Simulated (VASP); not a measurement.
# Br (Fd-3m) in VASP: further runs

Runs on Br. Level: PBEsol. Tasks: single point.

All numbers are computed with VASP 6.6.1; they aren't measurements. Logs are shortened: lines on timing, memory, paths and dates and some standing lists are left out, and cuts for length are marked.

## 1. The cell of the first run

It takes space group Fd-3m (No. 227, cubic). Conventional cell: a = 6.085 Å, b = 6.085 Å, c = 6.085 Å, α = 90.00°, β = 90.00°, γ = 90.00°. Br (site symmetry -43m) has 4 Br at 2.63 Å within 3.5 Å.

## 2. Single point, PBEsol (volume scaled by 0.7)

INCAR reads:

```
PREC = Accurate
ENCUT = 520
EDIFF = 1E-6
ISMEAR = -1
SIGMA = 0.1
LREAL = False
LASPH = True
NELM = 80
ALGO = Normal
ISIF = 2
LWAVE = False
LCHARG = False
GGA = PS
NBANDS = 14
```

KPOINTS reads:

```
regular mesh
0
Gamma
  11 11 11
```

POSCAR reads:

```
Br
1.0
    0.0000000000      3.0423388147      3.0423388147
    3.0423388147      0.0000000000      3.0423388147
    3.0423388147      3.0423388147      0.0000000000
Br
2
Direct
   -0.1250000000     -0.1250000000     -0.1250000000
    0.1250000000      0.1250000000      0.1250000000
```

Potentials or basis: VASP PAW PBE potentials, release 64 (Br).

On the command line:

```console
$ cat potpaw_PBE.64/Br/POTCAR > POTCAR
$ mpirun -np 1 vasp_std > vasp.out
```

OUTCAR:

```text
PREC = Accurate
   ENCUT = 520
   EDIFF = 1E-6
   ISMEAR = -1
   LREAL = False
   LASPH = True
   NELM = 80
   ISIF = 2
   GGA = PS

 ion  position               nearest neighbor table
   1  0.875  0.875  0.875-   2 2.63   2 2.63   2 2.63   2 2.63
   2  0.125  0.125  0.125-   1 2.63   1 2.63   1 2.63   1 2.63

  LATTYP: Found a face centered cubic cell.
 ALAT       =     6.0846776294

  Lattice vectors:

 A1 = (   0.0000000000,   3.0423388147,   3.0423388147)
 A2 = (   3.0423388147,   0.0000000000,   3.0423388147)
 A3 = (   3.0423388147,   3.0423388147,   0.0000000000)

Analysis of symmetry for initial positions (statically):
=====================================================================
 Subroutine PRICEL returns:
 Original cell was already a primitive cell.

 Routine SETGRP: Setting up the symmetry group for a
 face centered cubic supercell.

 Subroutine GETGRP returns: Found 48 space group operations
 (whereof 12 operations were pure point group operations)
 out of a pool of 48 trial point group operations.

The static configuration has the point symmetry D_3d.
 The point group associated with its full space group is O_h .

Analysis of symmetry for dynamics (positions and initial velocities):
=====================================================================
 Subroutine PRICEL returns:
 Original cell was already a primitive cell.

 Routine SETGRP: Setting up the symmetry group for a
 face centered cubic supercell.

 Subroutine GETGRP returns: Found 48 space group operations
 (whereof 12 operations were pure point group operations)
 out of a pool of 48 trial point group operations.

The dynamic configuration has the point symmetry D_3d.
 The point group associated with its full space group is O_h .

 Subroutine INISYM returns: Found 48 space group operations
 (whereof 12 operations are pure point group operations),
 and found     1 'primitive' translations

----------------------------------------------------------------------------------------

                                     Primitive cell

  volume of cell :      56.3187

  direct lattice vectors                    reciprocal lattice vectors
     0.000000000  3.042338815  3.042338815    -0.164347244  0.164347244  0.164347244
     3.042338815  0.000000000  3.042338815     0.164347244 -0.164347244  0.164347244
     3.042338815  3.042338815  0.000000000     0.164347244  0.164347244 -0.164347244

[... 85 lines left out ...]
   EDIFFG = 0.1E-04   stopping-criterion for IOM
   NSW    =      0    number of steps for IOM
   IBRION =     -1    ionic relax: 0-MD 1-quasi-New 2-CG
   NFREE  =      0    steps in history (QN), initial steepest desc. (CG)
   ISIF   =      2    stress and relaxation
   ISYM   =      2    0-nonsym 1-usesym 2-fastsym
   POTIM  = 0.5000    time-step for ionic-motion
   TEBEG  =    0.0;   TEEND  =   0.0 temperature during run
   PSTRESS=    0.0 pullay stress
   NELECT =      14.0000    total number of electrons
   NUPDOWN=      -1.0000    fix difference up-down
   EMIN   =  10.00;   EMAX   =-10.00  energy-range for DOS
   EFERMI =   0.00;   METHOD = LEGACY
   ISMEAR =    -1;   SIGMA  =   0.10  broadening in eV -4-tet -1-fermi 0-gaus
   EFERMI_NEDOS =   21; number of points for ismear=-14 and -15
   IALGO  =     38    algorithm
   IMIX   =      4    mixing-type and parameters
     AMIX     =   0.40;   BMIX     =  1.00
     AMIX_MAG =   1.60;   BMIX_MAG =  1.00
  volume/ion in A,a.u.               =      28.16       190.03
  Fermi-wavevector in a.u.,A,eV,Ry     =   1.029358  1.945205 14.416443  1.059579
  Thomas-Fermi vector in A             =   2.163402
   LORBIT       =      0    0 simple, 1 ext, 2 COOP (PROOUT), +10 PAW based schemes
   GGA     = PS    functional components
   LHFCALC =     F    Hartree Fock is set to
   AEXX    =    0.0000 exact exchange contribution
   IVDW    =     0    specifies the selected vdW correction
   LEPSILON=     F    determine dielectric tensor
   LRPA    =     F    only Hartree local field effects (RPA)
 non-spin polarized calculation
  energy-cutoff  :      520.00
  volume of cell :       56.32
 maximum number of plane-waves:      1536
   NGX = 15   NGY = 15   NGZ = 15

 number of electron      14.0000000 magnetization

 Free energy of the ion-electron system (eV)
  ---------------------------------------------------
  ext. energy  EPLUGINS =         0.00000000
  ---------------------------------------------------
  free energy    TOTEN  =        -1.61965326 eV

  energy without entropy =       -1.53599582  energy(sigma->0) =       -1.57782454

 E-fermi :   2.5113     XC(G=0):  -8.7290

 val. band max:        2.5062162115   @ k =  -0.2727   0.3636   0.0909
 cond. band min:       2.5217896074   @ k =  -0.3636   0.0909   0.0000
 fundamental gap:      0.0155733959
 Fermi energy:         2.5113081759

 k-point     1 :       0.0000    0.0000    0.0000
  band No.  band energies     occupation
      1     -15.3441      2.00000
      2     -10.4766      2.00000
      3      -2.2239      2.00000
      4      -2.2239      2.00000
      5      -2.2239      2.00000
      6       0.6375      2.00000
      7       0.6375      2.00000
      8       0.6375      2.00000
      9       6.8587      0.00000
     10      10.4209      0.00000
     11      10.4209      0.00000
     12      12.5411      0.00000
     13      12.5411      0.00000
     14      12.5411      0.00000
[... 377 lines left out ...]
      1     -14.8067      2.00000
      2     -11.5137      2.00000
      3      -3.3442      2.00000
      4      -2.6264      2.00000
      5      -1.9185      2.00000
      6       1.0688      2.00000
      7       1.2932      1.99999
      8       2.0498      1.98039
      9       8.7153      0.00000
     10       9.2068      0.00000
     11       9.9498      0.00000
     12      13.1468      0.00000
     13      13.1650      0.00000
     14      14.3576      0.00000

 [... further k-points ...]
[... 5 lines left out ...]
  --------------------------------------------------------------------------------------
  -------------------------------------------------------------------------------------
  Total        5.2614662      5.2614662      5.2614662      0.0000000      0.0000000      0.0000000
  in kB      149.6802969    149.6802969    149.6802969      0.0000000      0.0000000      0.0000000
  external PRESSURE =     149.6802969 kB  Pullay stress =       0.0000000 kB

 VOLUME and BASIS-vectors are now :
 -----------------------------------------------------------------------------
  energy-cutoff  :      520.00
  volume of cell :       56.32
      direct lattice vectors                 reciprocal lattice vectors
     0.000000000  3.042338815  3.042338815    -0.164347244  0.164347244  0.164347244
     3.042338815  0.000000000  3.042338815     0.164347244 -0.164347244  0.164347244
     3.042338815  3.042338815  0.000000000     0.164347244  0.164347244 -0.164347244

 POSITION                                       TOTAL-FORCE (eV/Angst)
 -----------------------------------------------------------------------------------
      5.32409      5.32409      5.32409         0.000000     -0.000000      0.000000
      0.76058      0.76058      0.76058        -0.000000      0.000000     -0.000000
 -----------------------------------------------------------------------------------
    total drift:                                0.000000      0.000000     -0.000000

  FREE ENERGIE OF THE ION-ELECTRON SYSTEM (eV)
  ---------------------------------------------------
  free  energy   TOTEN  =        -1.6196532553 eV

  energy  without entropy=       -1.5359958225  energy(sigma->0) =       -1.57782454
```

OSZICAR:

```text
N       E                     dE             d eps       ncg     rms          rms(c)
DAV:   1     0.779775423166E+02    0.77978E+02   -0.58865E+03  1568   0.847E+02
DAV:   2     0.338799266515E+01   -0.74590E+02   -0.68966E+02  2232   0.150E+02
DAV:   3    -0.158127948318E+01   -0.49693E+01   -0.49195E+01  2000   0.434E+01
DAV:   4    -0.162092699903E+01   -0.39648E-01   -0.39637E-01  1952   0.459E+00
DAV:   5    -0.162127093616E+01   -0.34394E-03   -0.34392E-03  2012   0.424E-01    0.167E+01
DAV:   6    -0.161970636649E+01    0.15646E-02   -0.20655E-03  1964   0.248E-01    0.100E+01
DAV:   7    -0.161966973049E+01    0.36636E-04   -0.31023E-03  1826   0.301E-01    0.737E-02
DAV:   8    -0.161964388662E+01    0.25844E-04   -0.11188E-04  2060   0.633E-02    0.232E-02
DAV:   9    -0.161965034190E+01   -0.64553E-05   -0.15698E-05  1796   0.247E-02    0.101E-02
DAV:  10    -0.161965269066E+01   -0.23488E-05   -0.19824E-06  1974   0.791E-03    0.982E-03
DAV:  11    -0.161965325532E+01   -0.56467E-06   -0.67066E-07  1384   0.518E-03
   1 F= -.16196533E+01 E0= -.15778245E+01  d E =-.836574E-01
```

stdout:

```text
POSCAR found type information on POSCAR Br
 POSCAR found :  1 types and       2 ions
 scaLAPACK will be used
 -----------------------------------------------------------------------------
|                                                                             |
|                                                                             |
|     You enforced a specific xc type in the INCAR file but a different       |
|     I HOPE YOU KNOW WHAT YOU ARE DOING!                                     |
|                                                                             |
 -----------------------------------------------------------------------------

 LDA part: xc-table for (Slater+PW92), standard interpolation
 POSCAR, INCAR and KPOINTS ok, starting setup
 FFT: planning ... GRIDC
 FFT: planning ... GRID_SOFT
 FFT: planning ... GRID
 WAVECAR not read
 entering main loop
```

Wall time 19 s (1 thread of AMD EPYC 9R45 (Zen 5), shared host); peak memory 0.16 GiB.

Results:

```yaml
Free_energy: -1.6197 eV
Pressure: 15.0 GPa
Band_gap_on_the_k_mesh: zero (band 7 reaches 3.31 eV, above the bottom of band 8 at 0.64 eV)
```

Caveat: the PAW data sets were made with another functional, which shifts forces and pressure a little.

## 3. Single point, PBEsol (volume scaled by 0.8)

INCAR reads:

```
SYSTEM = Br
PREC = Accurate ; ENCUT = 520
EDIFF = 1E-6 ; ISMEAR = -1
SIGMA = 0.1 ; LREAL = .FALSE.
LASPH = .TRUE. ; NELM = 80
ALGO = Normal ; ISIF = 2
LWAVE = .FALSE. ; LCHARG = .FALSE.
GGA = PS ; NBANDS = 14
```

KPOINTS reads:

```
Automatic mesh
0
G
  11 11 11
  0 0 0
```

POSCAR reads:

```
Br
1.0
    0.0000000000      3.1808136561      3.1808136561
    3.1808136561      0.0000000000      3.1808136561
    3.1808136561      3.1808136561      0.0000000000
Br
2
Direct
   -0.1250000000     -0.1250000000     -0.1250000000
    0.1250000000      0.1250000000      0.1250000000
```

Potentials or basis: VASP PAW PBE potentials, release 64 (Br).

On the command line:

```console
$ cat potpaw_PBE.64/Br/POTCAR > POTCAR
$ mpirun -np 1 vasp_std > vasp.out
```

OUTCAR:

```text
SYSTEM = Br
   PREC = Accurate
   ENCUT = 520
   EDIFF = 1E-6
   ISMEAR = -1
   LREAL = .FALSE.
   LASPH = .TRUE.
   NELM = 80
   ISIF = 2
   GGA = PS

 ion  position               nearest neighbor table
   1  0.875  0.875  0.875-   2 2.75   2 2.75   2 2.75   2 2.75
   2  0.125  0.125  0.125-   1 2.75   1 2.75   1 2.75   1 2.75

  LATTYP: Found a face centered cubic cell.
 ALAT       =     6.3616273122

  Lattice vectors:

 A1 = (   0.0000000000,   3.1808136561,   3.1808136561)
 A2 = (   3.1808136561,   0.0000000000,   3.1808136561)
 A3 = (   3.1808136561,   3.1808136561,   0.0000000000)

Analysis of symmetry for initial positions (statically):
=====================================================================
 Subroutine PRICEL returns:
 Original cell was already a primitive cell.

 Routine SETGRP: Setting up the symmetry group for a
 face centered cubic supercell.

 Subroutine GETGRP returns: Found 48 space group operations
 (whereof 12 operations were pure point group operations)
 out of a pool of 48 trial point group operations.

The static configuration has the point symmetry D_3d.
 The point group associated with its full space group is O_h .

Analysis of symmetry for dynamics (positions and initial velocities):
=====================================================================
 Subroutine PRICEL returns:
 Original cell was already a primitive cell.

 Routine SETGRP: Setting up the symmetry group for a
 face centered cubic supercell.

 Subroutine GETGRP returns: Found 48 space group operations
 (whereof 12 operations were pure point group operations)
 out of a pool of 48 trial point group operations.

The dynamic configuration has the point symmetry D_3d.
 The point group associated with its full space group is O_h .

 Subroutine INISYM returns: Found 48 space group operations
 (whereof 12 operations are pure point group operations),
 and found     1 'primitive' translations

----------------------------------------------------------------------------------------

                                     Primitive cell
[... 116 lines left out ...]
   GGA     = PS    functional components
   LHFCALC =     F    Hartree Fock is set to
   AEXX    =    0.0000 exact exchange contribution
   IVDW    =     0    specifies the selected vdW correction
   LEPSILON=     F    determine dielectric tensor
   LRPA    =     F    only Hartree local field effects (RPA)
 non-spin polarized calculation
  energy-cutoff  :      520.00
  volume of cell :       64.36
 maximum number of plane-waves:      1759
 NGX is ok and might be reduce to    36
   NGX = 17   NGY = 17   NGZ = 17

 number of electron      14.0000000 magnetization

 Free energy of the ion-electron system (eV)
  ---------------------------------------------------
  ext. energy  EPLUGINS =         0.00000000
  ---------------------------------------------------
  free energy    TOTEN  =        -2.15078676 eV

  energy without entropy =       -2.04937337  energy(sigma->0) =       -2.10008006

 E-fermi :   1.1108     XC(G=0):  -8.1167

 val. band max:        1.1026419327   @ k =   0.4545   0.1818   0.0909
 cond. band min:       1.1164381253   @ k =   0.4545   0.0000   0.0000
 fundamental gap:      0.0137961926
 Fermi energy:         1.1107531384

 k-point     1 :       0.0000    0.0000    0.0000
  band No.  band energies     occupation
      1     -15.6715      2.00000
      2     -11.9497      2.00000
      3      -2.8883      2.00000
      4      -2.8883      2.00000
      5      -2.8883      2.00000
      6      -0.3727      2.00000
      7      -0.3727      2.00000
      8      -0.3727      2.00000
      9       5.7504      0.00000
     10       9.4337      0.00000
     11       9.4337      0.00000
     12      11.3157      0.00000
     13      11.3157      0.00000
     14      11.3157      0.00000
[... 377 lines left out ...]
      1     -15.2386      2.00000
      2     -12.6803      2.00000
      3      -3.8097      2.00000
      4      -3.2269      2.00000
      5      -2.7166      2.00000
      6      -0.0922      1.99999
      7       0.1607      1.99985
      8       0.7672      1.93756
      9       7.4375      0.00000
     10       8.3496      0.00000
     11       8.9196      0.00000
     12      11.5632      0.00000
     13      11.8769      0.00000
     14      12.9083      0.00000

 [... further k-points ...]
[... 5 lines left out ...]
  --------------------------------------------------------------------------------------
  -------------------------------------------------------------------------------------
  Total        2.7948449      2.7948449      2.7948449      0.0000000     -0.0000000      0.0000000
  in kB       69.5702582     69.5702582     69.5702582      0.0000000     -0.0000000      0.0000000
  external PRESSURE =      69.5702582 kB  Pullay stress =       0.0000000 kB

 VOLUME and BASIS-vectors are now :
 -----------------------------------------------------------------------------
  energy-cutoff  :      520.00
  volume of cell :       64.36
      direct lattice vectors                 reciprocal lattice vectors
     0.000000000  3.180813656  3.180813656    -0.157192484  0.157192484  0.157192484
     3.180813656  0.000000000  3.180813656     0.157192484 -0.157192484  0.157192484
     3.180813656  3.180813656  0.000000000     0.157192484  0.157192484 -0.157192484

 POSITION                                       TOTAL-FORCE (eV/Angst)
 -----------------------------------------------------------------------------------
      5.56642      5.56642      5.56642        -0.000000     -0.000000     -0.000000
      0.79520      0.79520      0.79520         0.000000      0.000000      0.000000
 -----------------------------------------------------------------------------------
    total drift:                                0.000000      0.000000      0.000000

  FREE ENERGIE OF THE ION-ELECTRON SYSTEM (eV)
  ---------------------------------------------------
  free  energy   TOTEN  =        -2.1507867572 eV

  energy  without entropy=       -2.0493733727  energy(sigma->0) =       -2.10008006
```

Wall time 28 s (1 thread of AMD EPYC 9R45 (Zen 5), shared host); peak memory 0.18 GiB.

Results:

```yaml
Free_energy: -2.1508 eV
Pressure: 7.0 GPa
Band_gap_on_the_k_mesh: zero (band 7 reaches 1.72 eV, above the bottom of band 8 at -0.37 eV)
```

Caveat: the PAW data sets were made with another functional, which shifts forces and pressure a little.
